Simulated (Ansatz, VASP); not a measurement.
Sn: VASP beside Ansatz

The input INCAR:

```
PREC = Accurate
ENCUT = 520
EDIFF = 1E-6
ISMEAR = -1
SIGMA = 0.1
LREAL = F
LASPH = T
NELM = 80
ALGO = Normal
ISIF = 2
LWAVE = F
LCHARG = F
GGA = PE
NBANDS = 13
```

Contents of KPOINTS:

```
Automatic mesh
0
Gamma
  18 18 18
```

POSCAR

```
Sn
1.0
    0.0000000000      2.3105595762      2.3105595762
    2.3105595762      0.0000000000      2.3105595762
    2.3105595762      2.3105595762      0.0000000000
Sn
1
Direct
    0.0000000000      0.0000000000      0.0000000000
```

Input for Ansatz:

```yaml
crystal:
  lattice:
    - [0.0, 2.3105595762, 2.3105595762]
    - [2.3105595762, 0.0, 2.3105595762]
    - [2.3105595762, 2.3105595762, 0.0]
  atoms:
    - { symbol: Sn, position: [0.0, 0.0, 0.0] }
hamiltonian:
  xc: pbe
  pseudopotentials:
    kind: paw
    azcp:
      Sn: "pseudopotentials/Sn.paw.azcp"
basis:
  ecutwfc: 420
  fft_grid_basis: typed
kpoints:
  mp_grid: { grid: [18, 18, 18], shift: [0, 0, 0] }
magnetization:
  spin_polarized: false
scf:
  occupations: { method: fermi_dirac, width: 0.1 }
output:
  stress: true
```

Alike in both runs: task single point; functional PBE; k mesh 18 × 18 × 18; occupations fermi-dirac, width 0.1 eV; no spin polarisation.

```csv
,VASP,Ansatz
version,VASP 6.6.1,Ansatz 0.2.0
potentials or method,"VASP PAW PBE potentials, release 64 (Sn_d), cutoff 520 eV","plane waves (420 eV) with PAW, scalar-relativistic"
valence electrons in the cell,14,14
```

```tsv
	VASP	Ansatz	Ansatz less VASP
pressure (GPa)	8.0	8.0	+0.03
```
